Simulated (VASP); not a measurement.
GaP: single point with LDA

The system is GaP.

```
Ga P
1.0
     0.00000    2.75250    2.72525
     2.75250    0.00000    2.72525
     2.75250    2.75250    0.00000
Ga P
1 1
Direct
  0.00000 0.00000 0.00000
  0.75000 0.75000 0.75000
```

This cell differs from its parent crystal: equal xx and yy strain of +1 %.

* Program: VASP 6.6.1
* Task: single point
* Functional: LDA
* Potentials or basis: VASP PAW LDA potentials, release 64 (Ga_d, P)
* Cutoff: 520 eV
* k mesh: 10 × 10 × 10
* Occupations: fermi-dirac, width 0.05 eV
* Spin: no spin polarisation

```
Pressure               : -4.2 GPa
Band gap on the k mesh : 1.39 eV (least direct gap 1.44 eV)
```

Stress tensor (GPa, compression positive):
```
-4.40  0.00  0.00
 0.00 -4.40  0.00
 0.00  0.00 -3.65
```

Levels at points of the mesh, in eV from the valence-band top:
```csv
k point,band 6,band 7,band 8,band 9,band 10,band 11,band 12,band 13
"(0.00, 0.00, 0.00)",-12.40,-0.05,-0.05,0.00,1.44,3.75,3.77,3.77
"(0.50, 0.00, 0.00)",-10.38,-6.63,-1.18,-1.10,1.42,4.56,4.64,7.97
"(0.50, 0.50, 0.00)",-9.46,-6.74,-2.72,-2.72,1.46,1.60,10.26,10.26
"(0.50, 0.00, 0.50)",-9.50,-6.80,-2.66,-2.65,1.52,1.70,10.26,10.27
```

It took 100 s on 1 thread of Intel Xeon 8259CL, on a shared host, peak memory 0.2 GiB.

Caveat: the cell differs from its parent crystal (equal xx and yy strain of +1 %); the cell stands under tension. A k mesh can miss the band edges.
